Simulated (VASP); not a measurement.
# Ga3Cl in VASP: a series of runs, part 2 of 3

VASP 6.6.1.

## Step 3: Single point, PBE

This run uses another cell than the first one, of 23.02 Å³/atom, 1.198 times its volume.

INCAR

```
ALGO = Normal
EDIFF = 1E-6
ENCUT = 520
GGA = PE
ISIF = 2
ISMEAR = 0
LASPH = T
LCHARG = T
LELF = T
LREAL = F
LVHAR = T
LWAVE = F
NBANDS = 31
NELM = 100
PREC = Accurate
SIGMA = 0.1
```

KPOINTS

```
k-points
0
Gamma
  4 4 4
```

POSCAR

```
Ga3Cl
1.0
    4.5155350211      0.0000000000      0.0000000000
    0.0000000000      4.5155350211      0.0000000000
    0.0000000000      0.0000000000      4.5155350211
Ga Cl
3 1
Direct
    0.0000000000      0.5000000000      0.5000000000
    0.5000000000      0.0000000000      0.5000000000
    0.5000000000      0.5000000000      0.0000000000
    0.0000000000      0.0000000000      0.0000000000
```

Potentials or basis: VASP PAW PBE potentials, release 64 (Ga_d, Cl).

The run is started by

```
$ cat potpaw_PBE.64/Ga_d/POTCAR potpaw_PBE.64/Cl/POTCAR > POTCAR
$ mpirun -np 1 vasp_std > vasp.out
```

OUTCAR:

```text
EDIFF = 1E-6
   ENCUT = 520
   GGA = PE
   ISIF = 2
   ISMEAR = 0
   LASPH = T
   LREAL = F
   NELM = 100
   PREC = Accurate

 ion  position               nearest neighbor table
   1  0.000  0.500  0.500-
   2  0.500  0.000  0.500-
   3  0.500  0.500  0.000-
   4  0.000  0.000  0.000-

  LATTYP: Found a simple cubic cell.
 ALAT       =     4.5155350211

  Lattice vectors:

 A1 = (   4.5155350211,   0.0000000000,   0.0000000000)
 A2 = (   0.0000000000,   4.5155350211,   0.0000000000)
 A3 = (   0.0000000000,   0.0000000000,   4.5155350211)

Analysis of symmetry for initial positions (statically):
=====================================================================
 Subroutine PRICEL returns:
 Original cell was already a primitive cell.

 Routine SETGRP: Setting up the symmetry group for a
 simple cubic supercell.

 Subroutine GETGRP returns: Found 48 space group operations
 (whereof 48 operations were pure point group operations)
 out of a pool of 48 trial point group operations.

The static configuration has the point symmetry O_h .

Analysis of symmetry for dynamics (positions and initial velocities):
=====================================================================
 Subroutine PRICEL returns:
 Original cell was already a primitive cell.

 Routine SETGRP: Setting up the symmetry group for a
 simple cubic supercell.

 Subroutine GETGRP returns: Found 48 space group operations
 (whereof 48 operations were pure point group operations)
 out of a pool of 48 trial point group operations.

The dynamic configuration has the point symmetry O_h .

 Subroutine INISYM returns: Found 48 space group operations
 (whereof 48 operations are pure point group operations),
 and found     1 'primitive' translations

----------------------------------------------------------------------------------------

                                     Primitive cell

  volume of cell :      92.0720

  direct lattice vectors                    reciprocal lattice vectors
     4.515535021  0.000000000  0.000000000     0.221457700  0.000000000  0.000000000
     0.000000000  4.515535021  0.000000000     0.000000000  0.221457700  0.000000000
     0.000000000  0.000000000  4.515535021     0.000000000  0.000000000  0.221457700

  length of vectors
     4.515535021  4.515535021  4.515535021     0.221457700  0.221457700  0.221457700

  position of ions in fractional coordinates (direct lattice)
     0.000000000  0.500000000  0.500000000
     0.500000000  0.000000000  0.500000000
     0.500000000  0.500000000  0.000000000
     0.000000000  0.000000000  0.000000000

  ion indices of the primitive-cell ions
   primitive index   ion index
                 1           1
                 2           2
                 3           3
                 4           4

----------------------------------------------------------------------------------------

 KPOINTS: k-points

Automatic generation of k-mesh.
 Grid dimensions read from file:
 generate k-points for:    4    4    4

 Generating k-lattice:

  Cartesian coordinates                     Fractional coordinates (reciprocal lattice)
     0.055364425  0.000000000  0.000000000     0.250000000  0.000000000  0.000000000
     0.000000000  0.055364425  0.000000000     0.000000000  0.250000000  0.000000000
     0.000000000  0.000000000  0.055364425     0.000000000  0.000000000  0.250000000

  Length of vectors
     0.055364425  0.055364425  0.055364425

  Shift w.r.t. Gamma in fractional coordinates (k-lattice)
     0.000000000  0.000000000  0.000000000

 Subroutine IBZKPT returns following result:
 ===========================================

 Found     10 irreducible k-points:

 Following reciprocal coordinates:
            Coordinates               Weight
  0.000000  0.000000  0.000000      1.000000
  0.250000  0.000000  0.000000      6.000000
  0.500000  0.000000  0.000000      3.000000
  0.250000  0.250000  0.000000     12.000000
  0.500000  0.250000  0.000000     12.000000
  0.500000  0.500000  0.000000      3.000000
  0.250000  0.250000  0.250000      8.000000
  0.500000  0.250000  0.250000     12.000000
  0.500000  0.500000  0.250000      6.000000
  0.500000  0.500000  0.500000      1.000000
   k-points           NKPTS =     10   k-points in BZ     NKDIM =     10   number of bands    NBANDS=     31
   number of dos      NEDOS =    301   number of ions     NIONS =      4
   total plane-waves  NPLWV =  46656
   dimension x,y,z NGX =    36 NGY =   36 NGZ =   36
   dimension x,y,z NGXF=    72 NGYF=   72 NGZF=   72
   ions per type =               3   1
   NGX,Y,Z   is equivalent  to a cutoff of  13.25, 13.25, 13.25 a.u.
   NGXF,Y,Z  is equivalent  to a cutoff of  26.51, 26.51, 26.51 a.u.
 SYSTEM =  unknown system
   PREC   = accura    normal or accurate (medium, high low for compatibility)
   ISTART =      0    job   : 0-new  1-cont  2-samecut
   ICHARG =      2    charge: 1-file 2-atom 10-const
   ISPIN  =      1    spin polarized calculation?
   LNONCOLLINEAR =      F non collinear calculations
   LSORBIT =      F    spin-orbit coupling
   LASPH  =      T    aspherical Exc in radial PAW
   ENCUT  =  520.0 eV  38.22 Ry    6.18 a.u.   8.40  8.40  8.40*2*pi/ulx,y,z
   NELM   =    100;   NELMIN=  2; NELMDL= -5     # of ELM steps
   EDIFF  = 0.1E-05   stopping-criterion for ELM
   LREAL  =      F    real-space projection
   EDIFFG = 0.1E-04   stopping-criterion for IOM
   NSW    =      0    number of steps for IOM
   IBRION =     -1    ionic relax: 0-MD 1-quasi-New 2-CG
   NFREE  =      0    steps in history (QN), initial steepest desc. (CG)
   ISIF   =      2    stress and relaxation
   ISYM   =      2    0-nonsym 1-usesym 2-fastsym
   POTIM  = 0.5000    time-step for ionic-motion
   TEBEG  =    0.0;   TEEND  =   0.0 temperature during run
   PSTRESS=    0.0 pullay stress
   NELECT =      46.0000    total number of electrons
   NUPDOWN=      -1.0000    fix difference up-down
   EMIN   =  10.00;   EMAX   =-10.00  energy-range for DOS
   EFERMI =   0.00;   METHOD = LEGACY
   ISMEAR =     0;   SIGMA  =   0.10  broadening in eV -4-tet -1-fermi 0-gaus
   EFERMI_NEDOS =   21; number of points for ismear=-14 and -15
   IALGO  =     38    algorithm
   IMIX   =      4    mixing-type and parameters
     AMIX     =   0.40;   BMIX     =  1.00
     AMIX_MAG =   1.60;   BMIX_MAG =  1.00
  volume/ion in A,a.u.               =      23.02       155.33
  Fermi-wavevector in a.u.,A,eV,Ry     =   1.299027  2.454805 22.959444  1.687472
  Thomas-Fermi vector in A             =   2.430317
   LORBIT       =      0    0 simple, 1 ext, 2 COOP (PROOUT), +10 PAW based schemes
   GGA     = PE    functional components
   LHFCALC =     F    Hartree Fock is set to
   AEXX    =    0.0000 exact exchange contribution
   IVDW    =     0    specifies the selected vdW correction
   LEPSILON=     F    determine dielectric tensor
   LRPA    =     F    only Hartree local field effects (RPA)
 non-spin polarized calculation
 Gauss-broadening in eV      SIGMA  =   0.10
  energy-cutoff  :      520.00
  volume of cell :       92.07
 maximum number of plane-waves:      2517
 NGX is ok and might be reduce to    36
   NGX = 17   NGY = 17   NGZ = 17

 number of electron      46.0000033 magnetization

 Free energy of the ion-electron system (eV)
  ---------------------------------------------------
  ext. energy  EPLUGINS =         0.00000000
  ---------------------------------------------------
  free energy    TOTEN  =       -10.53441990 eV

  energy without entropy =      -10.50646973  energy(sigma->0) =      -10.52044481

 E-fermi :   4.3245     XC(G=0):  -9.7877

 val. band max:        4.2962456204   @ k =   0.2500   0.0000   0.0000
 cond. band min:       4.3898517532   @ k =   0.5000   0.2500   0.2500
 fundamental gap:      0.0936061328
 Fermi energy:         4.3244656920

 k-point     1 :       0.0000    0.0000    0.0000
  band No.  band energies     occupation
      1     -11.9716      2.00000
      2     -10.9792      2.00000
      3     -10.9792      2.00000
      4     -10.9792      2.00000
      5     -10.9687      2.00000
      6     -10.9687      2.00000
[... 23 lines left out ...]
     30      11.1219      0.00000
     31      11.1349      0.00000
[... 275 lines left out ...]
      1     -11.8693      2.00000
      2     -10.9515      2.00000
      3     -10.9515      2.00000
      4     -10.9515      2.00000
      5     -10.9262      2.00000
      6     -10.9262      2.00000
[... 23 lines left out ...]
     30      12.3358      0.00000
     31      12.3358      0.00000

------------------------ aborting loop because EDIFF is reached ----------------------------------------

  FORCE on cell =-STRESS in cart. coord.  units (eV):
  Direction    XX          YY          ZZ          XY          YZ          ZX
  --------------------------------------------------------------------------------------
  -------------------------------------------------------------------------------------
  Total        0.0400777      0.0400777      0.0400777      0.0000000      0.0000000      0.0000000
  in kB        0.6974056      0.6974056      0.6974056      0.0000000      0.0000000      0.0000000
  external PRESSURE =       0.6974056 kB  Pullay stress =       0.0000000 kB

 VOLUME and BASIS-vectors are now :
 -----------------------------------------------------------------------------
  energy-cutoff  :      520.00
  volume of cell :       92.07
      direct lattice vectors                 reciprocal lattice vectors
     4.515535021  0.000000000  0.000000000     0.221457700  0.000000000  0.000000000
     0.000000000  4.515535021  0.000000000     0.000000000  0.221457700  0.000000000
     0.000000000  0.000000000  4.515535021     0.000000000  0.000000000  0.221457700

 POSITION                                       TOTAL-FORCE (eV/Angst)
 -----------------------------------------------------------------------------------
      0.00000      2.25777      2.25777         0.000000      0.000000      0.000000
      2.25777      0.00000      2.25777         0.000000      0.000000      0.000000
      2.25777      2.25777      0.00000         0.000000      0.000000      0.000000
      0.00000      0.00000      0.00000         0.000000      0.000000      0.000000
 -----------------------------------------------------------------------------------
    total drift:                                0.000000      0.000000      0.000000

  FREE ENERGIE OF THE ION-ELECTRON SYSTEM (eV)
  ---------------------------------------------------
  free  energy   TOTEN  =       -10.5344198991 eV

  energy  without entropy=      -10.5064697269  energy(sigma->0) =      -10.52044481
```

OSZICAR:

```text
N       E                     dE             d eps       ncg     rms          rms(c)
DAV:   1     0.344033132772E+03    0.34403E+03   -0.21896E+04   620   0.241E+03
DAV:   2     0.377699823358E+02   -0.30626E+03   -0.29371E+03   649   0.533E+02
DAV:   3    -0.836781735695E+01   -0.46138E+02   -0.44410E+02   718   0.144E+02
DAV:   4    -0.106765808620E+02   -0.23088E+01   -0.22848E+01   765   0.324E+01
DAV:   5    -0.107396281337E+02   -0.63047E-01   -0.63023E-01   805   0.532E+00    0.627E+00
DAV:   6    -0.105525026781E+02    0.18713E+00   -0.38437E-01   898   0.452E+00    0.367E+00
DAV:   7    -0.105363265757E+02    0.16176E-01   -0.87376E-02   734   0.158E+00    0.116E+00
DAV:   8    -0.105342886050E+02    0.20380E-02   -0.11418E-02   819   0.810E-01    0.234E-01
DAV:   9    -0.105343783627E+02   -0.89758E-04   -0.15516E-03   792   0.306E-01    0.535E-02
DAV:  10    -0.105344041156E+02   -0.25753E-04   -0.19756E-04   719   0.138E-01    0.370E-02
DAV:  11    -0.105344190823E+02   -0.14967E-04   -0.45696E-05   823   0.546E-02    0.196E-02
DAV:  12    -0.105344190496E+02    0.32735E-07   -0.10324E-05   742   0.226E-02    0.529E-03
DAV:  13    -0.105344198991E+02   -0.84947E-06   -0.29377E-06   516   0.182E-02
   1 F= -.10534420E+02 E0= -.10520445E+02  d E =-.279502E-01
```

stdout:

```text
POSCAR found type information on POSCAR GaCl
 POSCAR found :  2 types and       4 ions
 scaLAPACK will be used
 LDA part: xc-table for (Slater+PW92), standard interpolation
 POSCAR, INCAR and KPOINTS ok, starting setup
 FFT: planning ... GRIDC
 FFT: planning ... GRID_SOFT
 FFT: planning ... GRID
 WAVECAR not read
 entering main loop
```

Wall time 29 s (1 thread of Intel Xeon 6975P-C, shared host); peak memory 0.2 GiB.

What came out:

| Quantity | Value |
| --- | --- |
| Free energy | -10.5344 eV |
| Pressure | 0.1 GPa |
| Band gap on the k mesh | zero (band 23 reaches 4.46 eV, above the bottom of band 24 at 4.02 eV) |

[end of part 2 of 3]
